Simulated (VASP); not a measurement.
Set up this calculation in VASP 6.6.1, as the native input.

| Quantity | Value |
| --- | --- |
| Task | single point |
| Functional | PBE |
| Potentials or basis | VASP PAW PBE potentials, release 64 (Cs_sv, Nd_3, Se), 4f in core |
| Cutoff | 500 eV |
| k mesh | 8 × 8 × 4 |
| Occupations | gaussian, width 0.1 eV |
| Spin | no spin polarisation |
| Dipole correction | no |
| Further INCAR settings | ALGO = Normal; EDIFF = 1e-06; NBANDS = 45 |

The structure of Cs2NdSe lies in POSCAR:

```
Cs2NdSe
1.0
    5.7786873040      0.0000000000      0.0000000000
    0.0000000000      5.7786873040      0.0000000000
    0.0000000000      0.0000000000     16.4267122621
Cs Nd Se
4 2 2
Direct
    0.5000000000      0.5000000000      0.0000000000
    0.0000000000      0.0000000000      0.0000000000
    0.0000000000      0.5000000000      0.2756613133
    0.5000000000      0.0000000000      0.7243386867
    0.0000000000      0.5000000000      0.5320005754
    0.5000000000      0.0000000000      0.4679994246
    0.5000000000      0.5000000000      0.5000000000
    0.0000000000      0.0000000000      0.5000000000
```

The cell was generated, and may not be a known phase.

These files were run (other wordings do the same):

INCAR

```
SYSTEM = Cs2NdSe
ALGO     = Normal         ! electronic algorithm
EDIFF    = 1E-6           ! SCF threshold, eV
ENCUT    = 500            ! plane-wave cutoff, eV
GGA      = PE             ! functional
GGA_COMPAT= .False.      
ISIF     = 2              ! what is computed and relaxed
ISMEAR   = 0              ! smearing method
LASPH    = .True.         ! aspherical terms in the spheres
LCHARG   = .False.        ! write CHGCAR
LMAXMIX  = 6              ! l up to which the mixer works
LREAL    = .False.        ! projectors in reciprocal space
LWAVE    = .False.        ! write WAVECAR
NBANDS   = 45             ! bands
NELM     = 200            ! most SCF steps
PREC     = Accurate       ! precision mode
SIGMA    = 0.1            ! smearing width, eV
```

KPOINTS

```
k-points
0
Gamma
  8 8 4
  0 0 0
```

Potentials or basis: VASP PAW PBE potentials, release 64 (Cs_sv, Nd_3, Se), 4f in core.

Command:

```sh
$ cat potpaw_PBE.64/Cs_sv/POTCAR potpaw_PBE.64/Nd_3/POTCAR potpaw_PBE.64/Se/POTCAR > POTCAR
$ mpirun -np 1 vasp_std > vasp.out
```

It gave:

The pressure is 0.0 GPa and the largest force is 0.012 eV/Å. The band gap on the k mesh is zero (bands 35 and 36 overlap by 1.06 eV).

Caveat: spin-orbit coupling is left out, which moves the levels of the heavy elements; the 4f electrons are frozen in the core, so they carry no moment and show no levels; the run has no spin polarisation, though such a crystal can be magnetic.

Wall time 17 min on 1 thread of AMD EPYC 9R14 (Zen 4), with other jobs on the host, peak memory 1 GiB.
